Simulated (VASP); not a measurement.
# NbSi (Fm-3m) in VASP: single point with PBE

Aim: the single point of NbSi with PBE.

Everything below comes from runs of VASP 6.6.1. Logs are shortened: lines on timing, memory, paths and dates and some standing lists are left out, and cuts for length are marked.

### Step 1. The cell of the first run

Symmetry: Fm-3m, No. 225, cubic system. Conventional cell: a = 5.148 Å, b = 5.148 Å, c = 5.148 Å, α = 90.00°, β = 90.00°, γ = 90.00°. Within 3.4 Å of Nb (site symmetry m-3m) lie 6 Si at 2.57 Å. Si (site symmetry m-3m) has 6 Nb at 2.57 Å within 3.4 Å.

### Step 2. Single point, PBE

INCAR reads:

```
SYSTEM = NbSi
ALGO = Normal ; EDIFF = 1E-6
ENCUT = 520 ; GGA = PE
ISIF = 2 ; ISMEAR = -1
LASPH = .True. ; LCHARG = .False.
LREAL = .False. ; LWAVE = .False.
NBANDS = 16 ; NELM = 60
PREC = Accurate ; SIGMA = 0.04
```

KPOINTS reads:

```
k-points
0
Gamma
  5 5 5
  0 0 0
```

POSCAR reads:

```
NbSi
1.0
    0.0000000000      2.5738300000      2.5738300000
    2.5738300000      0.0000000000      2.5738300000
    2.5738300000      2.5738300000      0.0000000000
Nb Si
1 1
Direct
    0.0000000000      0.0000000000      0.0000000000
    0.5000000000      0.5000000000      0.5000000000
```

Potentials or basis: VASP PAW PBE potentials, release 64 (Nb_sv, Si).

On the command line:

```bash
$ cat potpaw_PBE.64/Nb_sv/POTCAR potpaw_PBE.64/Si/POTCAR > POTCAR
$ mpirun -np 1 vasp_std > vasp.out
```

OUTCAR:

```text
SYSTEM = NbSi
   EDIFF = 1E-6
   ENCUT = 520
   GGA = PE
   ISIF = 2
   ISMEAR = -1
   LASPH = .True.
   LREAL = .False.
   NELM = 60
   PREC = Accurate

 ion  position               nearest neighbor table
   1  0.000  0.000  0.000-   2 2.57   2 2.57   2 2.57   2 2.57   2 2.57   2 2.57
   2  0.500  0.500  0.500-   1 2.57   1 2.57   1 2.57   1 2.57   1 2.57   1 2.57

  LATTYP: Found a face centered cubic cell.
 ALAT       =     5.1476600000

  Lattice vectors:

 A1 = (   0.0000000000,   2.5738300000,   2.5738300000)
 A2 = (   2.5738300000,   0.0000000000,   2.5738300000)
 A3 = (   2.5738300000,   2.5738300000,   0.0000000000)

Analysis of symmetry for initial positions (statically):
=====================================================================
 Subroutine PRICEL returns:
 Original cell was already a primitive cell.

 Routine SETGRP: Setting up the symmetry group for a
 face centered cubic supercell.

 Subroutine GETGRP returns: Found 48 space group operations
 (whereof 48 operations were pure point group operations)
 out of a pool of 48 trial point group operations.

The static configuration has the point symmetry O_h .

Analysis of symmetry for dynamics (positions and initial velocities):
=====================================================================
 Subroutine PRICEL returns:
 Original cell was already a primitive cell.

 Routine SETGRP: Setting up the symmetry group for a
 face centered cubic supercell.

 Subroutine GETGRP returns: Found 48 space group operations
 (whereof 48 operations were pure point group operations)
 out of a pool of 48 trial point group operations.

The dynamic configuration has the point symmetry O_h .

 Subroutine INISYM returns: Found 48 space group operations
 (whereof 48 operations are pure point group operations),
 and found     1 'primitive' translations

----------------------------------------------------------------------------------------

                                     Primitive cell

  volume of cell :      34.1012

  direct lattice vectors                    reciprocal lattice vectors
     0.000000000  2.573830000  2.573830000    -0.194263024  0.194263024  0.194263024
     2.573830000  0.000000000  2.573830000     0.194263024 -0.194263024  0.194263024
     2.573830000  2.573830000  0.000000000     0.194263024  0.194263024 -0.194263024

  length of vectors
     3.639945293  3.639945293  3.639945293     0.336473428  0.336473428  0.336473428

  position of ions in fractional coordinates (direct lattice)
     0.000000000  0.000000000  0.000000000
     0.500000000  0.500000000  0.500000000

  ion indices of the primitive-cell ions
   primitive index   ion index
                 1           1
                 2           2

----------------------------------------------------------------------------------------

 KPOINTS: k-points

Automatic generation of k-mesh.
 Grid dimensions read from file:
 generate k-points for:    5    5    5

 Generating k-lattice:

  Cartesian coordinates                     Fractional coordinates (reciprocal lattice)
    -0.038852605  0.038852605  0.038852605     0.200000000  0.000000000  0.000000000
     0.038852605 -0.038852605  0.038852605     0.000000000  0.200000000  0.000000000
     0.038852605  0.038852605 -0.038852605     0.000000000  0.000000000  0.200000000

  Length of vectors
     0.067294686  0.067294686  0.067294686

  Shift w.r.t. Gamma in fractional coordinates (k-lattice)
     0.000000000  0.000000000  0.000000000

 Subroutine IBZKPT returns following result:
 ===========================================

 Found     10 irreducible k-points:

 Following reciprocal coordinates:
            Coordinates               Weight
  0.000000  0.000000  0.000000      1.000000
  0.200000  0.000000  0.000000      8.000000
  0.400000  0.000000  0.000000      8.000000
  0.200000  0.200000  0.000000      6.000000
  0.400000  0.200000  0.000000     24.000000
 -0.400000  0.200000  0.000000     24.000000
 -0.200000  0.200000  0.000000     12.000000
  0.400000  0.400000  0.000000      6.000000
 -0.400000  0.400000  0.000000     12.000000
 -0.400000  0.400000  0.200000     24.000000
   k-points           NKPTS =     10   k-points in BZ     NKDIM =     10   number of bands    NBANDS=     16
   number of dos      NEDOS =    301   number of ions     NIONS =      2
   total plane-waves  NPLWV =  21952
   dimension x,y,z NGX =    28 NGY =   28 NGZ =   28
   dimension x,y,z NGXF=    56 NGYF=   56 NGZF=   56
   ions per type =               1   1
   NGX,Y,Z   is equivalent  to a cutoff of  12.79, 12.79, 12.79 a.u.
   NGXF,Y,Z  is equivalent  to a cutoff of  25.58, 25.58, 25.58 a.u.
 SYSTEM =  NbSi
   PREC   = accura    normal or accurate (medium, high low for compatibility)
   ISTART =      0    job   : 0-new  1-cont  2-samecut
   ICHARG =      2    charge: 1-file 2-atom 10-const
   ISPIN  =      1    spin polarized calculation?
   LNONCOLLINEAR =      F non collinear calculations
   LSORBIT =      F    spin-orbit coupling
   LASPH  =      T    aspherical Exc in radial PAW
   ENCUT  =  520.0 eV  38.22 Ry    6.18 a.u.   6.77  6.77  6.77*2*pi/ulx,y,z
   NELM   =     60;   NELMIN=  2; NELMDL= -5     # of ELM steps
   EDIFF  = 0.1E-05   stopping-criterion for ELM
   LREAL  =      F    real-space projection
[... 7 lines left out ...]
   TEBEG  =    0.0;   TEEND  =   0.0 temperature during run
   PSTRESS=    0.0 pullay stress
   NELECT =      17.0000    total number of electrons
   NUPDOWN=      -1.0000    fix difference up-down
   EMIN   =  10.00;   EMAX   =-10.00  energy-range for DOS
   EFERMI =   0.00;   METHOD = LEGACY
   ISMEAR =    -1;   SIGMA  =   0.04  broadening in eV -4-tet -1-fermi 0-gaus
   EFERMI_NEDOS =   21; number of points for ismear=-14 and -15
   IALGO  =     38    algorithm
   IMIX   =      4    mixing-type and parameters
     AMIX     =   0.40;   BMIX     =  1.00
     AMIX_MAG =   1.60;   BMIX_MAG =  1.00
  volume/ion in A,a.u.               =      17.05       115.06
  Fermi-wavevector in a.u.,A,eV,Ry     =   1.298079  2.453015 22.925957  1.685010
  Thomas-Fermi vector in A             =   2.429431
   LORBIT       =      0    0 simple, 1 ext, 2 COOP (PROOUT), +10 PAW based schemes
   GGA     = PE    functional components
   LHFCALC =     F    Hartree Fock is set to
   AEXX    =    0.0000 exact exchange contribution
   IVDW    =     0    specifies the selected vdW correction
   LEPSILON=     F    determine dielectric tensor
   LRPA    =     F    only Hartree local field effects (RPA)
 non-spin polarized calculation
  energy-cutoff  :      520.00
  volume of cell :       34.10
 maximum number of plane-waves:       941
   NGX = 13   NGY = 13   NGZ = 13

 number of electron      17.0000002 magnetization

 Free energy of the ion-electron system (eV)
  ---------------------------------------------------
  ext. energy  EPLUGINS =         0.00000000
  ---------------------------------------------------
  free energy    TOTEN  =       -16.08174893 eV

  energy without entropy =      -16.06291221  energy(sigma->0) =      -16.07233057

 E-fermi :  10.0149     XC(G=0): -11.5910

 val. band max:        9.9490623845   @ k =   0.4000   0.2000   0.0000
 cond. band min:      10.0393506684   @ k =  -0.4000   0.4000   0.0000
 fundamental gap:      0.0902882839
 Fermi energy:        10.0149295697

 k-point     1 :       0.0000    0.0000    0.0000
  band No.  band energies     occupation
      1     -45.0343      2.00000
      2     -21.0513      2.00000
      3     -21.0513      2.00000
      4     -21.0513      2.00000
      5      -0.4077      2.00000
      6       9.0110      2.00000
[... 8 lines left out ...]
     15      19.6980      0.00000
     16      23.5451      0.00000

 k-point     2 :       0.2000    0.0000    0.0000
  band No.  band energies     occupation
      1     -45.0285      2.00000
      2     -21.1248      2.00000
      3     -21.0605      2.00000
      4     -21.0605      2.00000
      5       0.3381      2.00000
      6       7.7337      2.00000
[... 8 lines left out ...]
     15      20.9995      0.00000
     16      21.6033      0.00000

 k-point     3 :       0.4000    0.0000    0.0000
  band No.  band energies     occupation
      1     -45.0190      2.00000
      2     -21.2413      2.00000
      3     -21.0754      2.00000
      4     -21.0754      2.00000
      5       2.2499      2.00000
      6       5.2073      2.00000
[... 8 lines left out ...]
     15      18.9738      0.00000
     16      18.9738      0.00000

 k-point     4 :       0.2000    0.2000    0.0000
  band No.  band energies     occupation
      1     -45.0266      2.00000
      2     -21.1203      2.00000
      3     -21.0771      2.00000
      4     -21.0771      2.00000
      5       0.5142      2.00000
      6       7.2103      2.00000
[... 8 lines left out ...]
     15      20.5032      0.00000
     16      21.1723      0.00000

 k-point     5 :       0.4000    0.2000    0.0000
  band No.  band energies     occupation
      1     -45.0184      2.00000
      2     -21.2035      2.00000
      3     -21.1016      2.00000
      4     -21.0943      2.00000
      5       1.7680      2.00000
      6       5.9905      2.00000
[... 8 lines left out ...]
     15      19.1162      0.00000
     16      20.4239      0.00000

 k-point     6 :      -0.4000    0.2000    0.0000
  band No.  band energies     occupation
      1     -45.0153      2.00000
      2     -21.2316      2.00000
      3     -21.1280      2.00000
      4     -21.0884      2.00000
      5       2.7494      2.00000
      6       5.0696      2.00000
[... 8 lines left out ...]
     15      19.8606      0.00000
     16      20.8403      0.00000

 k-point     7 :      -0.2000    0.2000    0.0000
  band No.  band energies     occupation
      1     -45.0215      2.00000
      2     -21.1789      2.00000
      3     -21.1074      2.00000
      4     -21.0675      2.00000
      5       1.3994      2.00000
      6       6.5070      2.00000
[... 8 lines left out ...]
     15      18.9917      0.00000
     16      20.3265      0.00000

 k-point     8 :       0.4000    0.4000    0.0000
  band No.  band energies     occupation
      1     -45.0142      2.00000
      2     -21.2206      2.00000
      3     -21.1187      2.00000
      4     -21.1187      2.00000
      5       1.7681      2.00000
      6       6.4132      2.00000
[... 8 lines left out ...]
     15      21.3776      0.00000
     16      22.8084      0.00000

 k-point     9 :      -0.4000    0.4000    0.0000
  band No.  band energies     occupation
      1     -45.0123      2.00000
      2     -21.2158      2.00000
      3     -21.1575      2.00000
      4     -21.1151      2.00000
      5       2.2095      2.00000
      6       6.5957      2.00000
[... 8 lines left out ...]
     15      20.6812      0.00000
     16      21.5997      0.00000

 k-point    10 :      -0.4000    0.4000    0.2000
  band No.  band energies     occupation
      1     -45.0134      2.00000
      2     -21.2040      2.00000
      3     -21.1560      2.00000
      4     -21.1133      2.00000
      5       2.3992      2.00000
      6       6.0765      2.00000
[... 8 lines left out ...]
     15      20.0412      0.00000
     16      20.6485      0.00000

------------------------ aborting loop because EDIFF is reached ----------------------------------------

  FORCE on cell =-STRESS in cart. coord.  units (eV):
  Direction    XX          YY          ZZ          XY          YZ          ZX
  --------------------------------------------------------------------------------------
  -------------------------------------------------------------------------------------
  Total        0.0213101      0.0213101      0.0213101      0.0000000      0.0000000     -0.0000000
  in kB        1.0012122      1.0012122      1.0012122      0.0000000      0.0000000     -0.0000000
  external PRESSURE =       1.0012122 kB  Pullay stress =       0.0000000 kB

 VOLUME and BASIS-vectors are now :
 -----------------------------------------------------------------------------
  energy-cutoff  :      520.00
  volume of cell :       34.10
      direct lattice vectors                 reciprocal lattice vectors
     0.000000000  2.573830000  2.573830000    -0.194263024  0.194263024  0.194263024
     2.573830000  0.000000000  2.573830000     0.194263024 -0.194263024  0.194263024
     2.573830000  2.573830000  0.000000000     0.194263024  0.194263024 -0.194263024

 POSITION                                       TOTAL-FORCE (eV/Angst)
 -----------------------------------------------------------------------------------
      0.00000      0.00000      0.00000         0.000000      0.000000     -0.000000
      2.57383      2.57383      2.57383        -0.000000     -0.000000      0.000000
 -----------------------------------------------------------------------------------
    total drift:                               -0.000000      0.000000      0.000000

  FREE ENERGIE OF THE ION-ELECTRON SYSTEM (eV)
  ---------------------------------------------------
  free  energy   TOTEN  =       -16.0817489323 eV

  energy  without entropy=      -16.0629122125  energy(sigma->0) =      -16.07233057
```

It took 4.4 s on 1 thread of Intel Xeon 6975P-C (Granite Rapids), shared host; peak memory 0.15 GiB.

Results:

- Free energy: -16.0817 eV
- Pressure: 0.1 GPa
- Band gap on the k mesh: zero (an odd number of electrons rules out a gap without spin polarisation)

Caveat: the k points lie up to 0.42 Å⁻¹ apart, too coarse for converged energies and pressures of a metal; an odd number of electrons without spin polarisation forces a metal; a magnetic or distorted state may lie lower.

The gap in the log of VASP goes by the Fermi energy; the results here count the filled bands.